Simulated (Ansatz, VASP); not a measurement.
Two plane-wave programs on KBr

```
K Br
1.0
     3.97632    0.00000    0.00000
     0.00000    3.97632    0.00000
     0.00000    0.00000    3.97632
K Br
1 1
Direct
  0.00000 0.00000 0.00000
  0.50000 0.50000 0.50000
```

Alike in both runs: task single point; functional PBE-based screened hybrid with a share of 0.35 of exact exchange and HFSCREEN = 0.2078; k mesh 4 × 4 × 4; no spin polarisation.

|  | VASP | Ansatz |
| --- | --- | --- |
| version | VASP 6.6.1 | Ansatz 0.2.0 |
| potentials or method | VASP PAW PBE potentials, release 64 (K_sv, Br) | plane waves |
| plane-wave cutoff (eV) | 520 | 420 |
| occupations | gaussian, width 0.01 eV | fixed |
| valence electrons in the cell | 16 | 16 |

```tsv
	VASP	Ansatz	Ansatz less VASP
gap on the k mesh at the Fermi level (eV)	5.67	5.68	+0.004
pressure (GPa)	0.4	0.3	-0.01
```

VASP's potentials were made for PBE, not for PBE-based screened hybrid. Ansatz's warnings: stress exchange threshold loose, stress scf threshold loose.
